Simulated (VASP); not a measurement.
Runs of VASP 6.6.1 on P. The structure is that of space group Fd-3m (No. 227), or close to it. The cells are those of the table. This isn't the form of P at room conditions, which is orthorhombic.

| task | spin | cell | k mesh | cutoff (eV) | gap on the mesh (eV) | pressure (GPa) |
| --- | --- | --- | --- | --- | --- | --- |
| single point | off | a = 3.875 Å, angles 60.0°, 2 atoms | 12 × 12 × 12 | 520 | none | (c) |
| single point | off | a = 3.777 Å, angles 60.0°, 2 atoms | 12 × 12 × 12 | 520 | none | (a) |
| single point | off | a = 3.725 Å, angles 60.0°, 2 atoms | 12 × 12 × 12 | 520 | none | (b) |
| single point | off | a = 3.922 Å, angles 60.0°, 2 atoms | 12 × 12 × 12 | 520 | none | -4.8 |
| single point | non-collinear, zero start, SOC | a = 3.777 Å, angles 60.0°, 2 atoms | 10 × 10 × 10 | 520 | - | -0.1 |
| single point | off | a = 3.777 Å, angles 60.0°, 2 atoms | 17 × 17 × 17 | 520 | none | 0.0 |
| single point | off | a = 3.619 Å, angles 60.0°, 2 atoms | 12 × 12 × 12 | 520 | none | 8.6 |
| single point | off | a = 3.826 Å, angles 60.0°, 2 atoms | 12 × 12 × 12 | 520 | none | -1.7 |
| relaxation of cell and atoms | off | relaxed from a = 3.874 Å, angles 60.0°, 2 atoms | 10 × 10 × 10 | 600 | none | 0.0 |
| single point | off | a = 3.673 Å, angles 60.0°, 2 atoms | 12 × 12 × 12 | 520 | none | 5.2 |
| single point | off | a = 3.777 Å, angles 60.0°, 2 atoms | 10 × 10 × 10 | 520 | none | -0.2 |

Alike in all rows: level LDA; potentials or basis VASP PAW LDA potentials, release 64 (P); smearing fermi-dirac 0.1 eV.

Estimate the missing entries.

(a) 0.2; (b) 2.5; (c) -3.4.

Caveats: the cell stands under tension (at least some runs); the cell stands under pressure (at least some runs).

A gap of «none» marks levels without a gap at the run's occupations.
